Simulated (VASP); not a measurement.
Input of a VASP 6.6.1 run:

File INCAR:

```
ALGO     = Normal         # electronic algorithm
EDIFF    = 1E-6           # SCF threshold, eV
ENCUT    = 500            # plane-wave cutoff, eV
GGA      = CA             # functional
GGA_COMPAT= False        
ISIF     = 2              # what is computed and relaxed
ISMEAR   = -1             # smearing method
LASPH    = True           # aspherical terms in the spheres
LCHARG   = False          # write CHGCAR
LREAL    = False          # projectors in reciprocal space
LWAVE    = False          # write WAVECAR
NBANDS   = 10             # bands
NELM     = 120            # most SCF steps
PREC     = Accurate       # precision mode
SIGMA    = 0.1            # smearing width, eV
```

The input KPOINTS:

```
k-points
0
Gamma
  5 5 5
```

Contents of POSCAR:

```
Na
1.0
   -1.8882910800      1.8882910800      2.6372766800
    1.8882910800     -1.8882910800      2.6372766800
    1.8882910800      1.8882910800     -2.6372766800
Na
1
Direct
    0.0000000000      0.0000000000      0.0000000000
```

Potentials or basis: VASP PAW LDA potentials, release 64 (Na_pv).

The run is started by

```console
$ cat potpaw_LDA.64/Na_pv/POTCAR > POTCAR
$ mpirun -np 1 vasp_std > vasp.out
```

Problem. What does it give for the pressure?

Solution. -1.0 GPa.

Problem. Predict the band gap on the k mesh.

Solution. Zero (an odd number of electrons rules out a gap without spin polarisation).

Caveat: the k points lie up to 0.41 Å⁻¹ apart, too coarse for converged energies and pressures of a metal.
